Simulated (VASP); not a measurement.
# Fe (Im-3m) in VASP: further runs

The runs below take Fe through single point, with PBEsol+U.

Program: VASP 6.6.1. These are calculated values, not measurements. Logs are shortened: lines on timing, memory, paths and dates and some standing lists are left out, and cuts for length are marked.

### Step 1. The cell of the first run

It takes space group Im-3m (No. 229, cubic). The conventional cell has a = 2.891 Å, b = 2.891 Å, c = 2.891 Å, α = 90.00°, β = 90.00°, γ = 90.00°. Within 3.3 Å of Fe (site symmetry m-3m) lie 14 Fe at 2.50 to 2.89 Å.

### Step 2. Single point, PBEsol+U, collinear spin, ferromagnetic start

INCAR

```
PREC = Accurate
ENCUT = 520
EDIFF = 1E-6
ISMEAR = -1
SIGMA = 0.1
LREAL = False
LASPH = True
NELM = 150
ALGO = Normal
ISIF = 2
LWAVE = False
LCHARG = True
ISPIN = 2
MAGMOM = 1.85
LORBIT = 11
NUPDOWN = 1.85
LMAXMIX = 4
LDAU = True
LDAUTYPE = 2
LDAUL = 2
LDAUU = 5.3
LDAUJ = 0
LDAUPRINT = 1
GGA = PS
LELF = True
LVHAR = True
NBANDS = 14
```

KPOINTS

```
Automatic mesh
0
Gamma
  12 12 12
```

POSCAR

```
Fe
1.0
   -1.4455000000      1.4455000000      1.4455000000
    1.4455000000     -1.4455000000      1.4455000000
    1.4455000000      1.4455000000     -1.4455000000
Fe
1
Direct
    0.0000000000      0.0000000000      0.0000000000
```

Potentials or basis: VASP PAW PBE potentials, release 64 (Fe).

Command:

```console
$ cat potpaw_PBE.64/Fe/POTCAR > POTCAR
$ mpirun -np 1 vasp_std > vasp.out
```

OUTCAR:

```text
PREC = Accurate
   ENCUT = 520
   EDIFF = 1E-6
   ISMEAR = -1
   LREAL = False
   LASPH = True
   NELM = 150
   ISIF = 2
   ISPIN = 2
   LORBIT = 11
   NUPDOWN = 1.85
   GGA = PS

 ion  position               nearest neighbor table
   1  0.000  0.000  0.000-

  LATTYP: Found a body centered cubic cell.
 ALAT       =     2.8910000000

  Lattice vectors:

 A1 = (  -1.4455000000,   1.4455000000,   1.4455000000)
 A2 = (   1.4455000000,  -1.4455000000,   1.4455000000)
 A3 = (   1.4455000000,   1.4455000000,  -1.4455000000)

Analysis of symmetry for initial positions (statically):
=====================================================================
 Subroutine PRICEL returns:
 Original cell was already a primitive cell.

 Routine SETGRP: Setting up the symmetry group for a
 body centered cubic supercell.

 Subroutine GETGRP returns: Found 48 space group operations
 (whereof 48 operations were pure point group operations)
 out of a pool of 48 trial point group operations.

The static configuration has the point symmetry O_h .

Analysis of symmetry for dynamics (positions and initial velocities):
=====================================================================
 Subroutine PRICEL returns:
 Original cell was already a primitive cell.

 Routine SETGRP: Setting up the symmetry group for a
 body centered cubic supercell.

 Subroutine GETGRP returns: Found 48 space group operations
 (whereof 48 operations were pure point group operations)
 out of a pool of 48 trial point group operations.

The dynamic configuration has the point symmetry O_h .

Analysis of structural, dynamic, and magnetic symmetry:
=====================================================================
 Subroutine PRICEL returns:
 Original cell was already a primitive cell.

 Routine SETGRP: Setting up the symmetry group for a
 body centered cubic supercell.

 Subroutine GETGRP returns: Found 48 space group operations
 (whereof 48 operations were pure point group operations)
 out of a pool of 48 trial point group operations.

The overall configuration has the point symmetry O_h .

 Subroutine INISYM returns: Found 48 space group operations
 (whereof 48 operations are pure point group operations),
 and found     1 'primitive' translations

----------------------------------------------------------------------------------------

                                     Primitive cell

  volume of cell :      12.0813

  direct lattice vectors                    reciprocal lattice vectors
    -1.445500000  1.445500000  1.445500000     0.000000000  0.345901072  0.345901072
     1.445500000 -1.445500000  1.445500000     0.345901072  0.000000000  0.345901072
     1.445500000  1.445500000 -1.445500000     0.345901072  0.345901072  0.000000000

  length of vectors
     2.503679442  2.503679442  2.503679442     0.489177988  0.489177988  0.489177988

  position of ions in fractional coordinates (direct lattice)
     0.000000000  0.000000000  0.000000000

  ion indices of the primitive-cell ions
   primitive index   ion index
                 1           1

----------------------------------------------------------------------------------------

 KPOINTS: Automatic mesh

Automatic generation of k-mesh.
 Grid dimensions read from file:
 generate k-points for:   12   12   12

 Generating k-lattice:

  Cartesian coordinates                     Fractional coordinates (reciprocal lattice)
     0.000000000  0.028825089  0.028825089     0.083333333  0.000000000  0.000000000
     0.028825089  0.000000000  0.028825089     0.000000000  0.083333333  0.000000000
     0.028825089  0.028825089  0.000000000     0.000000000  0.000000000  0.083333333

  Length of vectors
     0.040764832  0.040764832  0.040764832

  Shift w.r.t. Gamma in fractional coordinates (k-lattice)
     0.000000000  0.000000000  0.000000000

 Subroutine IBZKPT returns following result:
 ===========================================

 Found     72 irreducible k-points:

 Following reciprocal coordinates:
            Coordinates               Weight
  0.000000  0.000000  0.000000      1.000000
  0.083333  0.000000  0.000000     12.000000
  0.166667  0.000000  0.000000     12.000000
  0.250000  0.000000  0.000000     12.000000
  0.333333  0.000000  0.000000     12.000000
  0.416667  0.000000  0.000000     12.000000
[... 16 lines left out ...]
  0.333333  0.083333  0.083333     24.000000
  0.416667  0.083333  0.083333     12.000000
 [... further k-points ...]
   k-points           NKPTS =     72   k-points in BZ     NKDIM =     72   number of bands    NBANDS=     14
   number of dos      NEDOS =    301   number of ions     NIONS =      1
   total plane-waves  NPLWV =   8000
   dimension x,y,z NGX =    20 NGY =   20 NGZ =   20
   dimension x,y,z NGXF=    40 NGYF=   40 NGZF=   40
   ions per type =               1
   NGX,Y,Z   is equivalent  to a cutoff of  13.28, 13.28, 13.28 a.u.
   NGXF,Y,Z  is equivalent  to a cutoff of  26.56, 26.56, 26.56 a.u.
 SYSTEM =  unknown system
   PREC   = accura    normal or accurate (medium, high low for compatibility)
   ISTART =      0    job   : 0-new  1-cont  2-samecut
   ICHARG =      2    charge: 1-file 2-atom 10-const
   ISPIN  =      2    spin polarized calculation?
   LNONCOLLINEAR =      F non collinear calculations
   LSORBIT =      F    spin-orbit coupling
   LASPH  =      T    aspherical Exc in radial PAW
   ENCUT  =  520.0 eV  38.22 Ry    6.18 a.u.   4.66  4.66  4.66*2*pi/ulx,y,z
   NELM   =    150;   NELMIN=  2; NELMDL= -5     # of ELM steps
   EDIFF  = 0.1E-05   stopping-criterion for ELM
   LREAL  =      F    real-space projection
   EDIFFG = 0.1E-04   stopping-criterion for IOM
   NSW    =      0    number of steps for IOM
   IBRION =     -1    ionic relax: 0-MD 1-quasi-New 2-CG
   NFREE  =      0    steps in history (QN), initial steepest desc. (CG)
   ISIF   =      2    stress and relaxation
   ISYM   =      2    0-nonsym 1-usesym 2-fastsym
   POTIM  = 0.5000    time-step for ionic-motion
   TEBEG  =    0.0;   TEEND  =   0.0 temperature during run
   PSTRESS=    0.0 pullay stress
   NELECT =       8.0000    total number of electrons
   NUPDOWN=       1.8500    fix difference up-down
   EMIN   =  10.00;   EMAX   =-10.00  energy-range for DOS
   EFERMI =   0.00;   METHOD = LEGACY
   ISMEAR =    -1;   SIGMA  =   0.10  broadening in eV -4-tet -1-fermi 0-gaus
   EFERMI_NEDOS =   21; number of points for ismear=-14 and -15
   IALGO  =     38    algorithm
   IMIX   =      4    mixing-type and parameters
     AMIX     =   0.40;   BMIX     =  1.00
     AMIX_MAG =   1.60;   BMIX_MAG =  1.00
  volume/ion in A,a.u.               =      12.08        81.53
  Fermi-wavevector in a.u.,A,eV,Ry     =   1.426921  2.696491 27.702888  2.036105
  Thomas-Fermi vector in A             =   2.547147
   LORBIT       =     11    0 simple, 1 ext, 2 COOP (PROOUT), +10 PAW based schemes
 LDA+U is selected, type is set to LDAUTYPE =  2
   angular momentum for each species LDAUL =     2
   U (eV)           for each species LDAUU =   5.3
   J (eV)           for each species LDAUJ =   0.0
   GGA     = PS    functional components
   LHFCALC =     F    Hartree Fock is set to
   AEXX    =    0.0000 exact exchange contribution
   IVDW    =     0    specifies the selected vdW correction
   LEPSILON=     F    determine dielectric tensor
   LRPA    =     F    only Hartree local field effects (RPA)
 spin polarized calculation
  energy-cutoff  :      520.00
  volume of cell :       12.08
 maximum number of plane-waves:       339
   NGX =  9   NGY =  9   NGZ =  9

atom =   1  type =  1  l = 2

 onsite density matrix

spin component  1

  0.7945  0.0000 -0.0000 -0.0000 -0.0000
  0.0000  0.7945  0.0000 -0.0000 -0.0000
 -0.0000  0.0000  0.9331  0.0000  0.0000
 -0.0000 -0.0000  0.0000  0.7945  0.0000
 -0.0000 -0.0000  0.0000  0.0000  0.9331

spin component  2

  0.6121 -0.0000  0.0000  0.0000 -0.0000
 -0.0000  0.6121 -0.0000  0.0000  0.0000
  0.0000 -0.0000  0.1301  0.0000  0.0000
  0.0000  0.0000  0.0000  0.6121 -0.0000
 -0.0000  0.0000  0.0000 -0.0000  0.1301

 occupancies and eigenvectors

  o =  0.1301  v =  0.0000  0.0000  0.0000  0.0000  0.0000  0.0000 -0.0000 -0.1024  0.0000  0.9947      0.0000  0.0000  0.0000  0.0000  0.0000  0.0000  0.0000  0.0000  0.0000  0.0000
  o =  0.1301  v =  0.0000  0.0000  0.0000  0.0000  0.0000  0.0000  0.0000 -0.9947  0.0000 -0.1024      0.0000  0.0000  0.0000  0.0000  0.0000  0.0000  0.0000  0.0000  0.0000  0.0000
  o =  0.6121  v =  0.0000  0.0000  0.0000  0.0000  0.0000  0.0000  1.0000 -0.0000 -0.0032  0.0000      0.0000  0.0000  0.0000  0.0000  0.0000  0.0000  0.0000  0.0000  0.0000  0.0000
  o =  0.6121  v =  0.0000  0.0000  0.0000  0.0000  0.0000 -0.0000  0.0032  0.0000  1.0000 -0.0000      0.0000  0.0000  0.0000  0.0000  0.0000  0.0000  0.0000  0.0000  0.0000  0.0000
  o =  0.6121  v =  0.0000  0.0000  0.0000  0.0000  0.0000  1.0000 -0.0000  0.0000  0.0000 -0.0000      0.0000  0.0000  0.0000  0.0000  0.0000  0.0000  0.0000  0.0000  0.0000  0.0000
  o =  0.7945  v =  1.0000  0.0000  0.0000  0.0000  0.0000  0.0000  0.0000  0.0000  0.0000  0.0000      0.0000  0.0000  0.0000  0.0000  0.0000  0.0000  0.0000  0.0000  0.0000  0.0000
  o =  0.7945  v =  0.0000  0.8466  0.0000  0.5322 -0.0000  0.0000  0.0000  0.0000  0.0000  0.0000      0.0000  0.0000  0.0000  0.0000  0.0000  0.0000  0.0000  0.0000  0.0000  0.0000
  o =  0.7945  v =  0.0000  0.5322  0.0000 -0.8466  0.0000  0.0000  0.0000  0.0000  0.0000  0.0000      0.0000  0.0000  0.0000  0.0000  0.0000  0.0000  0.0000  0.0000  0.0000  0.0000
  o =  0.9331  v =  0.0000  0.0000 -0.1028  0.0000  0.9947  0.0000  0.0000  0.0000  0.0000  0.0000      0.0000  0.0000  0.0000  0.0000  0.0000  0.0000  0.0000  0.0000  0.0000  0.0000
  o =  0.9331  v =  0.0000  0.0000 -0.9947 -0.0000 -0.1028  0.0000  0.0000  0.0000  0.0000  0.0000      0.0000  0.0000  0.0000  0.0000  0.0000  0.0000  0.0000  0.0000  0.0000  0.0000

 number of electron       7.9999994 magnetization       1.8499999

 Free energy of the ion-electron system (eV)
  ---------------------------------------------------
  ext. energy  EPLUGINS =         0.00000000
  ---------------------------------------------------
  free energy    TOTEN  =        -4.18651414 eV

  energy without entropy =       -4.15330186  energy(sigma->0) =       -4.16990800

 E-fermi :   5.4610     XC(G=0): -12.8742

 val. band max:        5.4526487362   @ k =  -0.2500   0.2500   0.2500
 cond. band min:       3.7307018070   @ k =  -0.4167  -0.4167   0.2500
 fundamental gap:     -1.7219469292
 Fermi energy:         3.7295674126

 spin component 1

 k-point     1 :       0.0000    0.0000    0.0000
  band No.  band energies     occupation
      1      -2.9150      1.00000
      2       1.8174      1.00000
      3       1.8174      1.00000
      4       1.8174      1.00000
      5       1.9142      1.00000
      6       1.9142      1.00000
      7      29.5881      0.00000
      8      29.5881      0.00000
      9      29.5881      0.00000
     10      31.9928      0.00000
     11      31.9928      0.00000
     12      33.4717      0.00000
     13      33.4717      0.00000
     14      33.4717      0.00000
[... 377 lines left out ...]
      1      -0.3749      1.00000
      2       0.8110      1.00000
      3       2.0707      1.00000
      4       2.3910      1.00000
      5       3.1010      0.99814
      6       7.3658      0.00000
      7      11.4815      0.00000
      8      19.8388      0.00000
      9      21.3164      0.00000
     10      29.8217      0.00000
     11      32.8592      0.00000
     12      39.1329      0.00000
     13      40.1626      0.00000
     14      44.0482      0.00000

 [... further k-points ...]

 spin component 2

 k-point     1 :       0.0000    0.0000    0.0000
  band No.  band energies     occupation
      1      -3.0088      1.00000
      2       4.2171      1.00000
      3       4.2178      1.00000
      4       4.2180      1.00000
      5       8.9090      0.00000
      6       8.9102      0.00000
      7      29.0467      0.00000
      8      29.0467      0.00000
      9      29.0467      0.00000
     10      35.5367      0.00000
     11      35.5367      0.00000
     12      35.5382      0.00000
     13      35.5383      0.00000
     14      35.5384      0.00000
[... 377 lines left out ...]
      1       1.9703      1.00000
      2       2.9518      1.00000
      3       4.5133      0.99992
      4       8.2603      0.00000
      5       8.5290      0.00000
      6       9.1937      0.00000
      7      13.2652      0.00000
      8      20.4023      0.00000
      9      21.8676      0.00000
     10      30.4726      0.00000
     11      36.2963      0.00000
     12      38.8788      0.00000
     13      43.4702      0.00000
     14      44.8482      0.00000

 [... further k-points ...]

------------------------ aborting loop because EDIFF is reached ----------------------------------------

  FORCE on cell =-STRESS in cart. coord.  units (eV):
  Direction    XX          YY          ZZ          XY          YZ          ZX
  --------------------------------------------------------------------------------------
  -------------------------------------------------------------------------------------
  Total       -1.3648527     -1.3648527     -1.3648527      0.0000000     -0.0000000     -0.0000000
  in kB     -181.0014676   -181.0014676   -181.0014676      0.0000000     -0.0000000     -0.0000000
  external PRESSURE =    -181.0014676 kB  Pullay stress =       0.0000000 kB

 VOLUME and BASIS-vectors are now :
 -----------------------------------------------------------------------------
  energy-cutoff  :      520.00
  volume of cell :       12.08
      direct lattice vectors                 reciprocal lattice vectors
    -1.445500000  1.445500000  1.445500000     0.000000000  0.345901072  0.345901072
     1.445500000 -1.445500000  1.445500000     0.345901072  0.000000000  0.345901072
     1.445500000  1.445500000 -1.445500000     0.345901072  0.345901072  0.000000000

 POSITION                                       TOTAL-FORCE (eV/Angst)
 -----------------------------------------------------------------------------------
      0.00000      0.00000      0.00000         0.000000     -0.000000      0.000000
 -----------------------------------------------------------------------------------
    total drift:                                0.000000     -0.000000      0.000000

  FREE ENERGIE OF THE ION-ELECTRON SYSTEM (eV)
  ---------------------------------------------------
  free  energy   TOTEN  =        -4.1865141370 eV

  energy  without entropy=       -4.1533018595  energy(sigma->0) =       -4.16990800

 total charge

# of ion       s       p       d       tot
------------------------------------------
    1        0.451   0.476   6.318   7.245

 magnetization (x)

# of ion       s       p       d       tot
------------------------------------------
    1       -0.045  -0.148   2.153   1.960
```

It took 48 s on 1 thread of Intel Xeon 8259CL, shared host; peak memory 0.14 GiB.

Results:

```
Free energy                                           : -4.1865 eV
Pressure                                              : -18.1 GPa
Net moment                                            : 1.85 μB per cell
Site moments                                          : Fe +1.96 μB
Valence electrons inside the program's atomic spheres : Fe 7.25
```

Eigenvalues of the final occupation matrices:
| site | spin | trace | eigenvalues |
| --- | --- | --- | --- |
| site 1 d | 1 | 4.25 | 0.79 0.79 0.79 0.93 0.93 |
| site 1 d | 2 | 2.10 | 0.13 0.13 0.61 0.61 0.61 |

Caveat: the PAW data sets were made with another functional, which shifts forces and pressure a little; the total moment is fixed, so each spin has its own Fermi level; the U is typed as a test and isn't derived for this compound. The state reached can hang on the start; a lower one may exist.

### Step 3. Single point, PBEsol+U, collinear spin, ferromagnetic start

INCAR

```
SYSTEM = Fe
PREC = Accurate
ENCUT = 520
EDIFF = 1E-7
ISMEAR = -1
SIGMA = 0.1
LREAL = .FALSE.
LASPH = .TRUE.
NELM = 150
ALGO = Normal
ISIF = 2
LWAVE = .FALSE.
LCHARG = .FALSE.
ISPIN = 2
MAGMOM = 3.08
LORBIT = 11
NUPDOWN = 3.08
LMAXMIX = 4
LDAU = .TRUE.
LDAUTYPE = 2
LDAUL = 2
LDAUU = 5.3
LDAUJ = 0
LDAUPRINT = 1
GGA = PS
NBANDS = 14
```

KPOINTS

```
Automatic mesh
0
G
  12 12 12
  0 0 0
```

POSCAR is that of step 2.

Potentials or basis: VASP PAW PBE potentials, release 64 (Fe).

Command:

```console
$ cat potpaw_PBE.64/Fe/POTCAR > POTCAR
$ mpirun -np 1 vasp_std > vasp.out
```

Wall time 54 s (1 thread of Intel Xeon 8259CL, shared host); peak memory 0.14 GiB.

The run converged. Its results:

| Quantity | Value |
| --- | --- |
| Free energy | -4.9732 eV |
| Pressure | 7.8 GPa |
| Net moment | 3.08 μB per cell |
| Site moments | Fe +3.19 μB |
| Valence electrons inside the program's atomic spheres | Fe 7.19 |

Eigenvalues of the final occupation matrices:
```
    site  spin  trace               eigenvalues
site 1 d     1   4.74  0.95 0.95 0.95 0.95 0.95
site 1 d     2   1.44  0.19 0.19 0.35 0.35 0.35
```

Caveat: the PAW data sets were made with another functional, which shifts forces and pressure a little; the total moment is fixed, so each spin has its own Fermi level; the U is typed as a test and isn't derived for this compound. The state reached can hang on the start; a lower one may exist.

[end of part 1 of 2]
